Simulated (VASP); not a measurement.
# S3O (Pm-3m) in VASP: notebook

S3O is run at these levels: PBE+D3(BJ); tasks: single point, relaxation of cell and atoms.

Everything below comes from runs of VASP 6.6.1. Logs are shortened: lines on timing, memory, paths and dates and some standing lists are left out, and cuts for length are marked.

## (1) The cell of the first run

It takes space group Pm-3m (No. 221, cubic). Conventional cell: a = 3.729 Å, b = 3.729 Å, c = 3.729 Å, α = 90.00°, β = 90.00°, γ = 90.00°. Within 3.5 Å of S (site symmetry 4/mmm) lie 8 S at 2.64 Å and 4 O at 2.64 Å. O (site symmetry m-3m) has 12 S at 2.64 Å within 3.5 Å.

The cell was generated, and may not be a known phase.

## (2) Single point, PBE+D3(BJ), collinear spin, ferromagnetic start

Contents of INCAR:

```
SYSTEM = S3O
PREC     = Accurate       ! precision mode
ENCUT    = 520            ! plane-wave cutoff, eV
EDIFF    = 1E-6           ! SCF threshold, eV
ISMEAR   = 0              ! smearing method
SIGMA    = 0.1            ! smearing width, eV
LREAL    = .False.        ! projectors in reciprocal space
LASPH    = .True.         ! aspherical terms in the spheres
NELM     = 150            ! most SCF steps
ALGO     = Normal         ! electronic algorithm
ISIF     = 2              ! what is computed and relaxed
LWAVE    = .False.        ! write WAVECAR
LCHARG   = .False.        ! write CHGCAR
ISPIN    = 2              ! spin polarisation
MAGMOM   = 0 0 0 1        ! initial moments
LORBIT   = 11             ! projections on sites
GGA      = PE             ! functional
IVDW     = 12             ! dispersion correction
NBANDS   = 24             ! bands
```

Contents of KPOINTS:

```
regular mesh
0
Gamma
  4 4 4
  0 0 0
```

Contents of POSCAR:

```
S3O
1.0
    3.7291296199      0.0000000000      0.0000000000
    0.0000000000      3.7291296199      0.0000000000
    0.0000000000      0.0000000000      3.7291296199
S O
3 1
Direct
    0.5000000000      0.0000000000      0.5000000000
    0.0000000000      0.5000000000      0.5000000000
    0.5000000000      0.5000000000      0.0000000000
    0.0000000000      0.0000000000      0.0000000000
```

Potentials or basis: VASP PAW PBE potentials, release 64 (S, O).

On the command line:

```
cat potpaw_PBE.64/S/POTCAR potpaw_PBE.64/O/POTCAR > POTCAR
mpirun -np 1 vasp_std > vasp.out
```

OUTCAR:

```text
SYSTEM = S3O
   PREC = Accurate
   ENCUT = 520
   EDIFF = 1E-6
   ISMEAR = 0
   LREAL = .False.
   LASPH = .True.
   NELM = 150
   ISIF = 2
   ISPIN = 2
   LORBIT = 11
   GGA = PE
   IVDW = 12
 IVDW          = 12

 ion  position               nearest neighbor table
   1  0.500  0.000  0.500-   2 2.64   3 2.64   3 2.64   2 2.64   3 2.64   3 2.64   2 2.64   2 2.64

   2  0.000  0.500  0.500-   1 2.64   3 2.64   3 2.64   1 2.64   1 2.64   3 2.64   3 2.64   1 2.64

   3  0.500  0.500  0.000-   1 2.64   2 2.64   1 2.64   2 2.64   1 2.64   1 2.64   2 2.64   2 2.64

   4  0.000  0.000  0.000-

  LATTYP: Found a simple cubic cell.
 ALAT       =     3.7291296199

  Lattice vectors:

 A1 = (   3.7291296199,   0.0000000000,   0.0000000000)
 A2 = (   0.0000000000,   3.7291296199,   0.0000000000)
 A3 = (   0.0000000000,   0.0000000000,   3.7291296199)

Analysis of symmetry for initial positions (statically):
=====================================================================
 Subroutine PRICEL returns:
 Original cell was already a primitive cell.

 Routine SETGRP: Setting up the symmetry group for a
 simple cubic supercell.

 Subroutine GETGRP returns: Found 48 space group operations
 (whereof 48 operations were pure point group operations)
 out of a pool of 48 trial point group operations.

The static configuration has the point symmetry O_h .

Analysis of symmetry for dynamics (positions and initial velocities):
=====================================================================
 Subroutine PRICEL returns:
 Original cell was already a primitive cell.

 Routine SETGRP: Setting up the symmetry group for a
 simple cubic supercell.

 Subroutine GETGRP returns: Found 48 space group operations
 (whereof 48 operations were pure point group operations)
 out of a pool of 48 trial point group operations.

The dynamic configuration has the point symmetry O_h .

Analysis of structural, dynamic, and magnetic symmetry:
=====================================================================
 Subroutine PRICEL returns:
 Original cell was already a primitive cell.

 Routine SETGRP: Setting up the symmetry group for a
 simple cubic supercell.

 Subroutine GETGRP returns: Found 48 space group operations
 (whereof 48 operations were pure point group operations)
 out of a pool of 48 trial point group operations.

The overall configuration has the point symmetry O_h .

 Subroutine INISYM returns: Found 48 space group operations
 (whereof 48 operations are pure point group operations),
 and found     1 'primitive' translations

----------------------------------------------------------------------------------------

                                     Primitive cell

  volume of cell :      51.8588

  direct lattice vectors                    reciprocal lattice vectors
     3.729129620  0.000000000  0.000000000     0.268159089  0.000000000  0.000000000
     0.000000000  3.729129620  0.000000000     0.000000000  0.268159089  0.000000000
     0.000000000  0.000000000  3.729129620     0.000000000  0.000000000  0.268159089

  length of vectors
     3.729129620  3.729129620  3.729129620     0.268159089  0.268159089  0.268159089

  position of ions in fractional coordinates (direct lattice)
     0.500000000  0.000000000  0.500000000
     0.000000000  0.500000000  0.500000000
     0.500000000  0.500000000  0.000000000
     0.000000000  0.000000000  0.000000000

  ion indices of the primitive-cell ions
   primitive index   ion index
                 1           1
                 2           2
                 3           3
                 4           4

----------------------------------------------------------------------------------------

 KPOINTS: regular mesh

Automatic generation of k-mesh.
 Grid dimensions read from file:
 generate k-points for:    4    4    4

 Generating k-lattice:

  Cartesian coordinates                     Fractional coordinates (reciprocal lattice)
     0.067039772  0.000000000  0.000000000     0.250000000  0.000000000  0.000000000
     0.000000000  0.067039772  0.000000000     0.000000000  0.250000000  0.000000000
     0.000000000  0.000000000  0.067039772     0.000000000  0.000000000  0.250000000

  Length of vectors
     0.067039772  0.067039772  0.067039772

  Shift w.r.t. Gamma in fractional coordinates (k-lattice)
     0.000000000  0.000000000  0.000000000

 Subroutine IBZKPT returns following result:
 ===========================================

 Found     10 irreducible k-points:

 Following reciprocal coordinates:
            Coordinates               Weight
  0.000000  0.000000  0.000000      1.000000
  0.250000  0.000000  0.000000      6.000000
  0.500000  0.000000  0.000000      3.000000
  0.250000  0.250000  0.000000     12.000000
  0.500000  0.250000  0.000000     12.000000
  0.500000  0.500000  0.000000      3.000000
  0.250000  0.250000  0.250000      8.000000
  0.500000  0.250000  0.250000     12.000000
  0.500000  0.500000  0.250000      6.000000
  0.500000  0.500000  0.500000      1.000000
   k-points           NKPTS =     10   k-points in BZ     NKDIM =     10   number of bands    NBANDS=     24
   number of dos      NEDOS =    301   number of ions     NIONS =      4
   total plane-waves  NPLWV =  21952
   dimension x,y,z NGX =    28 NGY =   28 NGZ =   28
   dimension x,y,z NGXF=    56 NGYF=   56 NGZF=   56
   ions per type =               3   1
   NGX,Y,Z   is equivalent  to a cutoff of  12.48, 12.48, 12.48 a.u.
   NGXF,Y,Z  is equivalent  to a cutoff of  24.97, 24.97, 24.97 a.u.
 SYSTEM =  S3O
   PREC   = accura    normal or accurate (medium, high low for compatibility)
   ISTART =      0    job   : 0-new  1-cont  2-samecut
   ICHARG =      2    charge: 1-file 2-atom 10-const
   ISPIN  =      2    spin polarized calculation?
   LNONCOLLINEAR =      F non collinear calculations
   LSORBIT =      F    spin-orbit coupling
   LASPH  =      T    aspherical Exc in radial PAW
   ENCUT  =  520.0 eV  38.22 Ry    6.18 a.u.   6.93  6.93  6.93*2*pi/ulx,y,z
   NELM   =    150;   NELMIN=  2; NELMDL= -5     # of ELM steps
   EDIFF  = 0.1E-05   stopping-criterion for ELM
   LREAL  =      F    real-space projection
   EDIFFG = 0.1E-04   stopping-criterion for IOM
   NSW    =      0    number of steps for IOM
   IBRION =     -1    ionic relax: 0-MD 1-quasi-New 2-CG
   NFREE  =      0    steps in history (QN), initial steepest desc. (CG)
   ISIF   =      2    stress and relaxation
   ISYM   =      2    0-nonsym 1-usesym 2-fastsym
   POTIM  = 0.5000    time-step for ionic-motion
   TEBEG  =    0.0;   TEEND  =   0.0 temperature during run
   PSTRESS=    0.0 pullay stress
   NELECT =      24.0000    total number of electrons
   NUPDOWN=      -1.0000    fix difference up-down
   EMIN   =  10.00;   EMAX   =-10.00  energy-range for DOS
   EFERMI =   0.00;   METHOD = LEGACY
   ISMEAR =     0;   SIGMA  =   0.10  broadening in eV -4-tet -1-fermi 0-gaus
   EFERMI_NEDOS =   21; number of points for ismear=-14 and -15
   IALGO  =     38    algorithm
   IMIX   =      4    mixing-type and parameters
     AMIX     =   0.40;   BMIX     =  1.00
     AMIX_MAG =   1.60;   BMIX_MAG =  1.00
  volume/ion in A,a.u.               =      12.96        87.49
  Fermi-wavevector in a.u.,A,eV,Ry     =   1.266303  2.392966 21.817272  1.603524
  Thomas-Fermi vector in A             =   2.399511
   LORBIT       =     11    0 simple, 1 ext, 2 COOP (PROOUT), +10 PAW based schemes
   GGA     = PE    functional components
   LHFCALC =     F    Hartree Fock is set to
   AEXX    =    0.0000 exact exchange contribution
   IVDW    =    12    specifies the selected vdW correction
   LEPSILON=     F    determine dielectric tensor
   LRPA    =     F    only Hartree local field effects (RPA)
 spin polarized calculation
 Gauss-broadening in eV      SIGMA  =   0.10
  energy-cutoff  :      520.00
  volume of cell :       51.86
 maximum number of plane-waves:      1420
 NGX is ok and might be reduce to    28
   NGX = 13   NGY = 13   NGZ = 13

 number of electron      24.0000000 magnetization       1.2149807

 Free energy of the ion-electron system (eV)
  ---------------------------------------------------
  ext. energy  EPLUGINS =         0.00000000
  ---------------------------------------------------
  free energy    TOTEN  =       -12.03255165 eV

  energy without entropy =      -12.02276006  energy(sigma->0) =      -12.02765586

 E-fermi :   7.5501     XC(G=0): -11.5902

 val. band max:        7.5235631260   @ k =   0.2500   0.0000   0.0000
 cond. band min:       7.6546341508   @ k =   0.5000   0.2500   0.0000
 fundamental gap:      0.1310710248
 Fermi energy:         7.5501412388

 spin component 1

 k-point     1 :       0.0000    0.0000    0.0000
  band No.  band energies     occupation
      1     -11.3739      1.00000
      2      -7.7865      1.00000
      3      -2.9934      1.00000
      4      -2.9934      1.00000
      5       0.7488      1.00000
      6       0.7488      1.00000
[... 259 lines left out ...]
     23      19.6278      0.00000
     24      22.3745      0.00000
 Fermi energy:         7.5501412388

 spin component 2

 k-point     1 :       0.0000    0.0000    0.0000
  band No.  band energies     occupation
      1     -10.6551      1.00000
      2      -6.8300      1.00000
      3      -2.8909      1.00000
      4      -2.8909      1.00000
      5       0.9701      1.00000
      6       0.9701      1.00000
[... 259 lines left out ...]
     23      19.7537      0.00000
     24      22.3849      0.00000

------------------------ aborting loop because EDIFF is reached ----------------------------------------

 Edisp (eV)   -1.32410

 E8    (eV) :    -0.4554

  FORCE on cell =-STRESS in cart. coord.  units (eV):
  Direction    XX          YY          ZZ          XY          YZ          ZX
  --------------------------------------------------------------------------------------
  -------------------------------------------------------------------------------------
  Total      -0.13996    -0.13996    -0.13996     0.00000    -0.00000     0.00000
  in kB      -4.32417    -4.32417    -4.32417     0.00000    -0.00000     0.00000
  external pressure =       -4.32 kB  Pullay stress =        0.00 kB

 VOLUME and BASIS-vectors are now :
 -----------------------------------------------------------------------------
  energy-cutoff  :      520.00
  volume of cell :       51.86
      direct lattice vectors                 reciprocal lattice vectors
     3.729129620  0.000000000  0.000000000     0.268159089  0.000000000  0.000000000
     0.000000000  3.729129620  0.000000000     0.000000000  0.268159089  0.000000000
     0.000000000  0.000000000  3.729129620     0.000000000  0.000000000  0.268159089

 POSITION                                       TOTAL-FORCE (eV/Angst)
 -----------------------------------------------------------------------------------
      1.86456      0.00000      1.86456         0.000000      0.000000      0.000000
      0.00000      1.86456      1.86456         0.000000      0.000000      0.000000
      1.86456      1.86456      0.00000         0.000000      0.000000      0.000000
      0.00000      0.00000      0.00000         0.000000      0.000000      0.000000
 -----------------------------------------------------------------------------------
    total drift:                               -0.000000      0.000000      0.000000

  FREE ENERGIE OF THE ION-ELECTRON SYSTEM (eV)
  ---------------------------------------------------
  free  energy   TOTEN  =       -13.3566507677 eV

  energy  without entropy=      -13.3468591807  energy(sigma->0) =      -13.35175497

 total charge

# of ion       s       p       d       tot
------------------------------------------
    1        1.449   1.990   0.000   3.440
    2        1.449   1.990   0.000   3.440
    3        1.449   1.990   0.000   3.440
    4        1.623   3.124   0.000   4.747
--------------------------------------------------
tot          5.971   9.096   0.000  15.067

 magnetization (x)

# of ion       s       p       d       tot
------------------------------------------
    1        0.001   0.062   0.000   0.063
    2        0.001   0.062   0.000   0.063
    3        0.001   0.062   0.000   0.063
    4        0.010   0.824   0.000   0.834
--------------------------------------------------
tot          0.013   1.011   0.000   1.024
```

Run time: 16 s. Hardware: 1 thread of Oxide Virtual Turin-like, shared host; peak memory 0.15 GiB.

Results:

```yaml
Free_energy: -13.3567 eV
Pressure: -0.4 GPa
Net_moment: 1.21 μB per cell
Site_moments: S +0.06; O +0.83 μB
Valence_electrons_inside_the_program's_atomic_spheres: S 3.44; O 4.75
Dispersion_energy_per_atom: -0.331 eV
```

Levels at points of the mesh, in eV from the Fermi level:
Spin up:
```tsv
k point	band 8	band 9	band 10	band 11	band 12	band 13	band 14	band 15	band 16	band 17
(0.00, 0.00, 0.00)	-1.82	-1.82	-1.82	-0.25	-0.25	-0.25	3.36	3.36	3.36	4.02
(0.50, 0.00, 0.00)	-4.43	-3.11	-2.12	-1.15	-1.08	-0.32	-0.32	1.62	1.62	8.14
(0.50, 0.50, 0.00)	-3.75	-3.16	-3.07	-2.36	-2.36	0.43	0.43	2.59	3.17	10.32
(0.50, 0.50, 0.50)	-7.50	-0.33	-0.33	-0.33	2.89	2.89	3.29	3.29	3.29	7.37
```
Spin down:
```
           k point  band 8  band 9  band 10  band 11  band 12  band 13  band 14  band 15  band 16  band 17
(0.00, 0.00, 0.00)   -0.68   -0.68    -0.68    -0.12    -0.12    -0.12     3.68     3.68     3.68     4.10
(0.50, 0.00, 0.00)   -3.80   -2.49    -2.00    -0.91    -0.36     0.64     0.64     1.70     1.70     8.21
(0.50, 0.50, 0.00)   -3.07   -3.07    -2.25    -2.25    -1.75     1.36     1.36     2.62     3.31    10.42
(0.50, 0.50, 0.50)   -7.19    1.04     1.04     1.04     2.92     2.92     3.43     3.43     3.43     7.59
```

Caveat: the k points lie up to 0.42 Å⁻¹ apart.

## (3) Single point, PBE+D3(BJ), collinear spin, ferromagnetic start

This run uses another cell than the first one, of 19.85 Å³/atom.

Contents of INCAR:

```
SYSTEM = S3O
PREC = Accurate ; ENCUT = 520
EDIFF = 1E-6 ; ISMEAR = 0
SIGMA = 0.1 ; LREAL = .FALSE.
LASPH = .TRUE. ; NELM = 150
ALGO = Normal ; ISIF = 2
LWAVE = .FALSE. ; LCHARG = .FALSE.
ISPIN = 2 ; MAGMOM = 0 0 0 1
LORBIT = 11 ; GGA = PE
IVDW = 12 ; NBANDS = 24
```

Contents of KPOINTS:

```
regular mesh
0
G
  4 4 4
  0 0 0
```

Contents of POSCAR:

```
S3O
1.0
    4.2982450800      0.0000000000      0.0000000000
    0.0000000000      4.2982450800      0.0000000000
    0.0000000000      0.0000000000      4.2982450800
S O
3 1
Direct
    0.5000000000      0.0000000000      0.5000000000
    0.0000000000      0.5000000000      0.5000000000
    0.5000000000      0.5000000000      0.0000000000
    0.0000000000      0.0000000000      0.0000000000
```

Potentials or basis: VASP PAW PBE potentials, release 64 (S, O).

On the command line:

```
cat potpaw_PBE.64/S/POTCAR potpaw_PBE.64/O/POTCAR > POTCAR
mpirun -np 1 vasp_std > vasp.out
```

It took 25 s on 1 thread of Oxide Virtual Turin-like, shared host; peak memory 0.18 GiB.

The run converged. Its results:

- Free energy: -11.0058 eV
- Pressure: -16.5 GPa
- Band gap on the k mesh: zero (filled and empty bands overlap)
- Net moment: 0.00 μB per cell
- Valence electrons inside the program's atomic spheres: S 3.38; O 4.64
- Dispersion energy per atom: -0.227 eV

Levels at points of the mesh, in eV from the Fermi level:
Spin up:
```csv
k point,band 10,band 11,band 12,band 13,band 14,band 15
"(0.00, 0.00, 0.00)",-0.54,-0.23,-0.23,-0.23,1.74,1.74
"(0.50, 0.00, 0.00)",-1.33,-0.95,-0.80,0.16,0.16,0.83
"(0.50, 0.50, 0.00)",-1.21,-1.21,-0.95,0.47,0.47,1.28
"(0.50, 0.50, 0.50)",0.26,0.26,1.36,1.36,1.60,1.60
```
Spin down:
```tsv
k point	band 9	band 10	band 11	band 12	band 13	band 14	band 15	band 16
(0.00, 0.00, 0.00)	-0.54	-0.54	-0.23	-0.23	-0.23	1.74	1.74	1.74
(0.50, 0.00, 0.00)	-1.38	-1.33	-0.95	-0.80	0.16	0.16	0.83	0.83
(0.50, 0.50, 0.00)	-1.64	-1.21	-1.21	-0.95	0.47	0.47	1.28	1.56
(0.50, 0.50, 0.50)	0.26	0.26	0.26	1.36	1.36	1.60	1.60	1.60
```

Caveat: the k points lie up to 0.37 Å⁻¹ apart, too coarse for converged energies and pressures of a metal.

(Continued in part 2 of 4.)

The gap in the log of VASP goes by the Fermi energy; the results here count the filled bands.